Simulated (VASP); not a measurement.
# W2N3 (P3m1) in VASP: further runs

W2N3 is run at these levels: PBEsol; tasks: single point.

Program: VASP 6.6.1. These are calculated values, not measurements. Logs are shortened: lines on timing, memory, paths and dates and some standing lists are left out, and cuts for length are marked.

## 1. The cell of the first run

Symmetry: P3m1, No. 156, trigonal system. The conventional cell has a = 2.885 Å, b = 2.885 Å, c = 16.644 Å, α = 90.00°, β = 90.00°, γ = 120.00°. Within 2.7 Å of W (site symmetry 3m) lie 6 N at 2.00 to 2.21 Å. Within 2.7 Å of W (site symmetry 3m) lie 6 N at 2.00 to 2.21 Å. W (site symmetry 3m) has 6 N at 2.00 to 2.76 Å and 6 W at 2.88 Å within 2.9 Å. W (site symmetry 3m) has 6 N at 2.00 to 2.21 Å within 2.7 Å. Within 2.7 Å of N (site symmetry 3m) lie 3 W at 2.00 Å and 1 N at 2.56 Å. Within 2.7 Å of N (site symmetry 3m) lie 3 W at 2.00 Å and 1 N at 2.56 Å. N (site symmetry 3m) has 3 W at 2.00 Å and 1 N at 2.56 Å within 2.7 Å. N (site symmetry 3m) has 3 W at 2.00 Å within 2.7 Å.

## 2. Single point, PBEsol (the distance across one plane changed)

Input file INCAR:

```
PREC     = Accurate       # precision mode
ENCUT    = 520            # plane-wave cutoff, eV
EDIFF    = 1E-6           # SCF threshold, eV
ISMEAR   = 0              # smearing method
SIGMA    = 0.15           # smearing width, eV
LREAL    = F              # projectors in reciprocal space
LASPH    = T              # aspherical terms in the spheres
NELM     = 80             # most SCF steps
ALGO     = Normal         # electronic algorithm
ISIF     = 2              # what is computed and relaxed
LWAVE    = F              # write WAVECAR
LCHARG   = F              # write CHGCAR
GGA      = PS             # functional
NBANDS   = 54             # bands
```

Input file KPOINTS:

```
Automatic mesh
0
Gamma
  15 15 3
```

Input file POSCAR:

```
W2N3
1.0
   -1.4423307378     -2.4981901192      0.0000000000
    1.4423307378     -2.4981901192      0.0000000000
    0.0000000000      0.0000000000     16.6443955927
W N
4 6
Direct
    0.3333333333      0.3333333333      0.4338863009
    0.6666666667      0.6666666667      0.1307695956
    0.6666666667      0.6666666667      0.9113561947
    0.3333333333      0.3333333333      0.6082394894
    0.3333333333      0.3333333333      0.1975116506
    0.6666666667      0.6666666667      0.3671442459
    0.6666666667      0.6666666667      0.6749815444
    0.3333333333      0.3333333333      0.8446141397
    0.3333333333      0.3333333333      0.0435930013
    0.6666666667      0.6666666667      0.5210628951
```

Potentials or basis: VASP PAW PBE potentials, release 64 (W_sv, N).

Launch:

```console
> cat potpaw_PBE.64/W_sv/POTCAR potpaw_PBE.64/N/POTCAR > POTCAR
> mpirun -np 1 vasp_std > vasp.out
```

OUTCAR:

```text
PREC = Accurate
   ENCUT = 520
   EDIFF = 1E-6
   ISMEAR = 0
   LREAL = F
   LASPH = T
   NELM = 80
   ISIF = 2
   GGA = PS

 ion  position               nearest neighbor table
   1  0.333  0.333  0.434-   6 2.00   6 2.00   6 2.00  10 2.21  10 2.21  10 2.21   4 2.90
   2  0.667  0.667  0.131-   5 2.00   5 2.00   5 2.00   9 2.21   9 2.21   9 2.21
   3  0.667  0.667  0.911-   8 2.00   8 2.00   8 2.00
   4  0.333  0.333  0.608-   7 2.00   7 2.00   7 2.00  10 2.21  10 2.21  10 2.21   1 2.90
   5  0.333  0.333  0.198-   2 2.00   2 2.00   2 2.00
   6  0.667  0.667  0.367-   1 2.00   1 2.00   1 2.00
   7  0.667  0.667  0.675-   4 2.00   4 2.00   4 2.00
   8  0.333  0.333  0.845-   3 2.00   3 2.00   3 2.00
   9  0.333  0.333  0.044-   2 2.21   2 2.21   2 2.21
  10  0.667  0.667  0.521-   1 2.21   1 2.21   1 2.21   4 2.21   4 2.21   4 2.21

  LATTYP: Found a hexagonal cell.
 ALAT       =     2.8846614756
 C/A-ratio  =     5.7699649451

  Lattice vectors:

 A1 = (  -1.4423307378,   2.4981901192,   0.0000000000)
 A2 = (  -1.4423307378,  -2.4981901192,   0.0000000000)
 A3 = (   0.0000000000,   0.0000000000,  16.6443955927)

Analysis of symmetry for initial positions (statically):
=====================================================================
 Subroutine PRICEL returns:
 Original cell was already a primitive cell.

 Routine SETGRP: Setting up the symmetry group for a
 hexagonal supercell.

 Subroutine GETGRP returns: Found  6 space group operations
 (whereof  6 operations were pure point group operations)
 out of a pool of 24 trial point group operations.

The static configuration has the point symmetry C_3v.

Analysis of symmetry for dynamics (positions and initial velocities):
=====================================================================
 Subroutine PRICEL returns:
 Original cell was already a primitive cell.

 Routine SETGRP: Setting up the symmetry group for a
 hexagonal supercell.

 Subroutine GETGRP returns: Found  6 space group operations
 (whereof  6 operations were pure point group operations)
 out of a pool of 24 trial point group operations.

The dynamic configuration has the point symmetry C_3v.

 Subroutine INISYM returns: Found  6 space group operations
 (whereof  6 operations are pure point group operations),
 and found     1 'primitive' translations

----------------------------------------------------------------------------------------

                                     Primitive cell

  volume of cell :     119.9467

  direct lattice vectors                    reciprocal lattice vectors
    -1.442330738 -2.498190119  0.000000000    -0.346661128 -0.200144895  0.000000000
     1.442330738 -2.498190119  0.000000000     0.346661128 -0.200144895  0.000000000
     0.000000000  0.000000000 16.644395593     0.000000000  0.000000000  0.060080283

  length of vectors
     2.884661476  2.884661476 16.644395593     0.400289791  0.400289791  0.060080283

  position of ions in fractional coordinates (direct lattice)
     0.333333333  0.333333333  0.433886301
     0.666666667  0.666666667  0.130769596
     0.666666667  0.666666667  0.911356195
     0.333333333  0.333333333  0.608239489
     0.333333333  0.333333333  0.197511651
     0.666666667  0.666666667  0.367144246
     0.666666667  0.666666667  0.674981544
     0.333333333  0.333333333  0.844614140
     0.333333333  0.333333333  0.043593001
     0.666666667  0.666666667  0.521062895

  ion indices of the primitive-cell ions
   primitive index   ion index
                 1           1
                 2           2
                 3           3
                 4           4
                 5           5
                 6           6
                 7           7
                 8           8
                 9           9
                10          10

----------------------------------------------------------------------------------------

 KPOINTS: Automatic mesh

Automatic generation of k-mesh.
 Grid dimensions read from file:
 generate k-points for:   15   15    3

 Generating k-lattice:

  Cartesian coordinates                     Fractional coordinates (reciprocal lattice)
    -0.023110742 -0.013342993  0.000000000     0.066666667 -0.000000000  0.000000000
     0.023110742 -0.013342993  0.000000000    -0.000000000  0.066666667  0.000000000
     0.000000000  0.000000000  0.020026761     0.000000000  0.000000000  0.333333333

  Length of vectors
     0.026685986  0.026685986  0.020026761

  Shift w.r.t. Gamma in fractional coordinates (k-lattice)
     0.000000000  0.000000000  0.000000000

 Subroutine IBZKPT returns following result:
 ===========================================

 Found     73 irreducible k-points:

 Following reciprocal coordinates:
            Coordinates               Weight
  0.000000  0.000000  0.000000      1.000000
  0.066667  0.000000  0.000000      6.000000
  0.133333 -0.000000  0.000000      6.000000
  0.200000 -0.000000  0.000000      6.000000
  0.266667 -0.000000  0.000000      6.000000
  0.333333 -0.000000  0.000000      6.000000
[... 16 lines left out ...]
 -0.466667  0.200000  0.000000     12.000000
 -0.400000  0.200000  0.000000      6.000000
 [... further k-points ...]
   k-points           NKPTS =     73   k-points in BZ     NKDIM =     73   number of bands    NBANDS=     54
   number of dos      NEDOS =    301   number of ions     NIONS =     10
   total plane-waves  NPLWV =  72576
   dimension x,y,z NGX =    24 NGY =   24 NGZ =  126
   dimension x,y,z NGXF=    48 NGYF=   48 NGZF=  252
   ions per type =               4   6
   NGX,Y,Z   is equivalent  to a cutoff of  13.83, 13.83, 12.59 a.u.
   NGXF,Y,Z  is equivalent  to a cutoff of  27.66, 27.66, 25.17 a.u.
 SYSTEM =  unknown system
   PREC   = accura    normal or accurate (medium, high low for compatibility)
   ISTART =      0    job   : 0-new  1-cont  2-samecut
   ICHARG =      2    charge: 1-file 2-atom 10-const
   ISPIN  =      1    spin polarized calculation?
   LNONCOLLINEAR =      F non collinear calculations
   LSORBIT =      F    spin-orbit coupling
   LASPH  =      T    aspherical Exc in radial PAW
   ENCUT  =  520.0 eV  38.22 Ry    6.18 a.u.   5.36  5.36 30.95*2*pi/ulx,y,z
   NELM   =     80;   NELMIN=  2; NELMDL= -5     # of ELM steps
   EDIFF  = 0.1E-05   stopping-criterion for ELM
   LREAL  =      F    real-space projection
   EDIFFG = 0.1E-04   stopping-criterion for IOM
   NSW    =      0    number of steps for IOM
   IBRION =     -1    ionic relax: 0-MD 1-quasi-New 2-CG
   NFREE  =      0    steps in history (QN), initial steepest desc. (CG)
   ISIF   =      2    stress and relaxation
   ISYM   =      2    0-nonsym 1-usesym 2-fastsym
   POTIM  = 0.5000    time-step for ionic-motion
   TEBEG  =    0.0;   TEEND  =   0.0 temperature during run
   PSTRESS=    0.0 pullay stress
   NELECT =      86.0000    total number of electrons
   NUPDOWN=      -1.0000    fix difference up-down
   EMIN   =  10.00;   EMAX   =-10.00  energy-range for DOS
   EFERMI =   0.00;   METHOD = LEGACY
   ISMEAR =     0;   SIGMA  =   0.15  broadening in eV -4-tet -1-fermi 0-gaus
   EFERMI_NEDOS =   21; number of points for ismear=-14 and -15
   IALGO  =     38    algorithm
   IMIX   =      4    mixing-type and parameters
     AMIX     =   0.40;   BMIX     =  1.00
     AMIX_MAG =   1.60;   BMIX_MAG =  1.00
  volume/ion in A,a.u.               =      11.99        80.94
  Fermi-wavevector in a.u.,A,eV,Ry     =   1.465249  2.768920 29.211103  2.146956
  Thomas-Fermi vector in A             =   2.581129
   LORBIT       =      0    0 simple, 1 ext, 2 COOP (PROOUT), +10 PAW based schemes
   GGA     = PS    functional components
   LHFCALC =     F    Hartree Fock is set to
   AEXX    =    0.0000 exact exchange contribution
   IVDW    =     0    specifies the selected vdW correction
   LEPSILON=     F    determine dielectric tensor
   LRPA    =     F    only Hartree local field effects (RPA)
 non-spin polarized calculation
 Gauss-broadening in eV      SIGMA  =   0.15
  energy-cutoff  :      520.00
  volume of cell :      119.95
 maximum number of plane-waves:      3290
 NGX is ok and might be reduce to    24
   NGX = 11   NGY = 11   NGZ = 61

 number of electron      85.9999991 magnetization

 Free energy of the ion-electron system (eV)
  ---------------------------------------------------
  ext. energy  EPLUGINS =         0.00000000
  ---------------------------------------------------
  free energy    TOTEN  =      -107.02727232 eV

  energy without entropy =     -106.97820003  energy(sigma->0) =     -107.00273617

 E-fermi :   7.1324     XC(G=0): -12.1301

 val. band max:        7.1194476293   @ k =   0.3333  -0.0000   0.0000
 cond. band min:       7.1329095341   @ k =   0.2667   0.0667   0.3333
 fundamental gap:      0.0134619048
 Fermi energy:         7.1323928605

 k-point     1 :       0.0000    0.0000    0.0000
  band No.  band energies     occupation
      1     -67.9579      2.00000
      2     -67.7585      2.00000
      3     -67.7422      2.00000
      4     -67.2789      2.00000
      5     -32.2990      2.00000
      6     -32.2975      2.00000
[... 46 lines left out ...]
     53      10.2963      0.00000
     54      10.4882      0.00000

 k-point     2 :       0.0667    0.0000    0.0000
  band No.  band energies     occupation
      1     -67.9552      2.00000
      2     -67.7557      2.00000
      3     -67.7393      2.00000
      4     -67.2760      2.00000
      5     -32.2916      2.00000
      6     -32.2907      2.00000
[... 46 lines left out ...]
     53      10.8184      0.00000
     54      10.8500      0.00000
[... 1195 lines left out ...]
     53      12.1994      0.00000
     54      12.5303      0.00000

 k-point    24 :      -0.4000    0.2000    0.0000
  band No.  band energies     occupation
      1     -67.8889      2.00000
      2     -67.6865      2.00000
      3     -67.6710      2.00000
      4     -67.2074      2.00000
      5     -32.4942      2.00000
      6     -32.4445      2.00000
[... 46 lines left out ...]
     53      12.2559      0.00000
     54      12.5565      0.00000

 [... further k-points ...]
[... 5 lines left out ...]
  --------------------------------------------------------------------------------------
  -------------------------------------------------------------------------------------
  Total        1.2022957      1.2022957    -14.5422234      0.0000000     -0.0000000      0.0000000
  in kB       16.0595555     16.0595555   -194.2464209      0.0000000     -0.0000000      0.0000000
  external PRESSURE =     -54.0424366 kB  Pullay stress =       0.0000000 kB

 VOLUME and BASIS-vectors are now :
 -----------------------------------------------------------------------------
  energy-cutoff  :      520.00
  volume of cell :      119.95
      direct lattice vectors                 reciprocal lattice vectors
    -1.442330738 -2.498190119  0.000000000    -0.346661128 -0.200144895  0.000000000
     1.442330738 -2.498190119  0.000000000     0.346661128 -0.200144895  0.000000000
     0.000000000  0.000000000 16.644395593     0.000000000  0.000000000  0.060080283

 POSITION                                       TOTAL-FORCE (eV/Angst)
 -----------------------------------------------------------------------------------
      0.00000     -1.66546      7.22178         0.000000     -0.000000      0.061268
      0.00000     -3.33092      2.17658        -0.000000     -0.000000     -2.497131
      0.00000     -3.33092     15.16897         0.000000     -0.000000      1.910950
      0.00000     -1.66546     10.12378        -0.000000      0.000000     -0.129233
      0.00000     -1.66546      3.28746        -0.000000     -0.000000     -0.945673
      0.00000     -3.33092      6.11089        -0.000000     -0.000000     -0.193520
      0.00000     -3.33092     11.23466         0.000000      0.000000      0.237404
      0.00000     -1.66546     14.05809        -0.000000      0.000000      1.450610
      0.00000     -1.66546      0.72558        -0.000000      0.000000      0.092635
      0.00000     -3.33092      8.67278        -0.000000     -0.000000      0.012689
 -----------------------------------------------------------------------------------
    total drift:                                0.000000      0.000000     -0.000627

  FREE ENERGIE OF THE ION-ELECTRON SYSTEM (eV)
  ---------------------------------------------------
  free  energy   TOTEN  =      -107.0272723175 eV

  energy  without entropy=     -106.9782000251  energy(sigma->0) =     -107.00273617
```

Run time: 6.3 min. Hardware: 1 thread of Intel Xeon 6975P-C (Granite Rapids), shared host; peak memory 0.48 GiB.

Results:

- Free energy: -107.0273 eV
- Pressure: -5.4 GPa
- Largest force: 2.497 eV/Å
- Band gap on the k mesh: zero (bands 43 and 44 overlap by 0.95 eV)

Forces in eV/Å, atoms in the order of the input:
```
W    0.000  0.000  0.061
W    0.000  0.000 -2.497
W    0.000  0.000  1.911
W    0.000  0.000 -0.129
N    0.000  0.000 -0.946
N    0.000  0.000 -0.194
N    0.000  0.000  0.237
N    0.000  0.000  1.451
N    0.000  0.000  0.093
N    0.000  0.000  0.013
```

Caveat: the cell differs from its parent crystal (the distance across one plane changed); the stress differs along the axes, from -19 to 2 GPa; the PAW data sets were made with another functional, which shifts forces and pressure a little; spin-orbit coupling is left out, which moves the levels of the heavy elements.

## 3. Single point, PBEsol (the distance across one plane changed)

Input file INCAR:

```
SYSTEM = W2N3
PREC = Accurate
ENCUT = 520
EDIFF = 1E-6
ISMEAR = 0
SIGMA = 0.15
LREAL = .False.
LASPH = .True.
NELM = 80
ALGO = Normal
ISIF = 2
LWAVE = .False.
LCHARG = .False.
GGA = PS
NBANDS = 54
```

Input file KPOINTS:

```
Automatic mesh
0
Gamma
  15 15 3
  0 0 0
```

Input file POSCAR:

```
W2N3
1.0
   -1.4423307378     -2.4981901192      0.0000000000
    1.4423307378     -2.4981901192      0.0000000000
    0.0000000000      0.0000000000     16.8943955927
W N
4 6
Direct
    0.3333333333      0.3333333333      0.4274657353
    0.6666666667      0.6666666667      0.1288344924
    0.6666666667      0.6666666667      0.8978701219
    0.3333333333      0.3333333333      0.5992388790
    0.3333333333      0.3333333333      0.1945889113
    0.6666666667      0.6666666667      0.3617113163
    0.6666666667      0.6666666667      0.6649932980
    0.3333333333      0.3333333333      0.8321157029
    0.3333333333      0.3333333333      0.0429479205
    0.6666666667      0.6666666667      0.5133523071
```

Potentials or basis: VASP PAW PBE potentials, release 64 (W_sv, N).

Launch:

```console
> cat potpaw_PBE.64/W_sv/POTCAR potpaw_PBE.64/N/POTCAR > POTCAR
> mpirun -np 1 vasp_std > vasp.out
```

Wall time 5.4 min (1 thread of Intel Xeon 6975P-C (Granite Rapids), shared host); peak memory 0.49 GiB.

The run converged. Its results:

- Free energy: -106.2583 eV
- Pressure: -5.2 GPa
- Largest force: 2.652 eV/Å
- Band gap on the k mesh: zero (bands 43 and 44 overlap by 0.87 eV)

Forces on the atoms (eV/Å):
```
W    0.000  0.000  0.074
W    0.000  0.000 -2.652
W    0.000  0.000  1.089
W    0.000  0.000 -0.147
N    0.000  0.000 -1.187
N    0.000  0.000 -0.212
N    0.000  0.000  0.262
N    0.000  0.000  1.603
N    0.000  0.000  1.156
N    0.000  0.000  0.014
```

Stress tensor (GPa, compression positive):
```
  1.93   0.00   0.00
  0.00   1.93   0.00
  0.00   0.00 -19.51
```

Levels at points of the mesh, in eV from the Fermi level:
| k point | band 40 | band 41 | band 42 | band 43 | band 44 | band 45 | band 46 | band 47 |
| --- | --- | --- | --- | --- | --- | --- | --- | --- |
| (0.00, 0.00, 0.00) | -1.46 | 0.40 | 0.40 | 0.43 | 0.43 | 0.52 | 1.41 | 1.72 |

Caveat: the cell differs from its parent crystal (the distance across one plane changed); the stress differs along the axes, from -20 to 2 GPa; the PAW data sets were made with another functional, which shifts forces and pressure a little; spin-orbit coupling is left out, which moves the levels of the heavy elements.

The gap in the log of VASP goes by the Fermi energy; the results here count the filled bands.